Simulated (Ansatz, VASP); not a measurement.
Si4C5 in VASP and in Ansatz

INCAR

```
PREC = Accurate
ENCUT = 520
EDIFF = 1E-6
ISMEAR = 0
SIGMA = 0.05
LREAL = F
LASPH = T
NELM = 150
ALGO = Normal
ISIF = 2
LWAVE = F
LCHARG = F
ISPIN = 2
MAGMOM = 0 0 0 0 2 0 0 0 0
LORBIT = 11
LDIPOL = T
IDIPOL = 3
DIPOL = 0.5 0.5 0.341
GGA = PE
NBANDS = 32
```

File KPOINTS:

```
regular mesh
0
Gamma
  9 9 1
```

File POSCAR:

```
Si4C5
1.0
    3.0920147208      0.0000000000      0.0000000000
   -1.5460073604      2.6777632971      0.0000000000
    0.0000000000      0.0000000000     25.2337106667
C Si
5 4
Direct
    0.3333333333      0.6666666667      0.1585181051
    0.6666666667      0.3333333333      0.2590546646
    0.3333333333      0.6666666667      0.3607902149
    0.6666666667      0.3333333333      0.4623551549
    1.0000000000      0.0000000000      0.4891754063
    0.6666666667      0.3333333333      0.1834768895
    0.3333333333      0.6666666667      0.2840134490
    0.6666666667      0.3333333333      0.3842867907
    0.3333333333      0.6666666667      0.4848161584
```

Input for Ansatz:

```yaml
crystal:
  lattice:
    - [3.0920147208, 0.0, 0.0]
    - [-1.5460073604, 2.6777632971, 0.0]
    - [0.0, 0.0, 25.2337106667]
  atoms:
    - { symbol: C, position: [0.3333333333, 0.6666666667, 0.1585181051] }
    - { symbol: Si, position: [0.6666666667, 0.3333333333, 0.1834768895] }
    - { symbol: C, position: [0.6666666667, 0.3333333333, 0.2590546646] }
    - { symbol: Si, position: [0.3333333333, 0.6666666667, 0.284013449] }
    - { symbol: C, position: [0.3333333333, 0.6666666667, 0.3607902149] }
    - { symbol: Si, position: [0.6666666667, 0.3333333333, 0.3842867907] }
    - { symbol: C, position: [0.6666666667, 0.3333333333, 0.4623551549] }
    - { symbol: Si, position: [0.3333333333, 0.6666666667, 0.4848161584] }
    - { symbol: C, position: [1.0, 0.0, 0.4891754063], spin: 2.0 }
basis:
  ecutwfc: 420
kpoints:
  mp_grid: { grid: [9, 9, 1] }
hamiltonian:
  xc: pbe
  pseudopotentials: { kind: paw, azcp: { folder: soft_1 } }
scf:
  occupations: { method: gaussian, width: 0.05 }
output:
  forces: true
  eigenvalues: true
  populations: true
magnetization:
  spin_polarized: true
efield:
  axis: 3
  dipole_correction: true
  ramp_width: 0.04
```

Alike in both runs: task single point; functional PBE; k mesh 9 × 9 × 1; occupations gaussian, width 0.05 eV; collinear spin.

|  | VASP | Ansatz |
| --- | --- | --- |
| version | VASP 6.6.1 | Ansatz 0.2.0 |
| potentials or method | VASP PAW PBE potentials, release 64 (C, Si), cutoff 520 eV | scalar-relativistic, plane waves, PAW |
| valence electrons in the cell | 36 | 36 |

|  | VASP | Ansatz | Ansatz less VASP |
| --- | --- | --- | --- |
| gap on the k mesh at the Fermi level (eV) | none | none | - |
| rms of the force components (eV/Å) | 1.538 | 1.537 | -0.0010 |
| net moment per atom (μB) | 0.06 | 0.06 | -0.002 |
| size of the moment on the site where the two differ most (μB) | 0.35 | 0.39 | +0.039 |

Site moments also hang on the region over which each program counts them. A gap of «none» marks a metal or a gap that the smearing closes. Ansatz's warnings: vacuum below fermi.
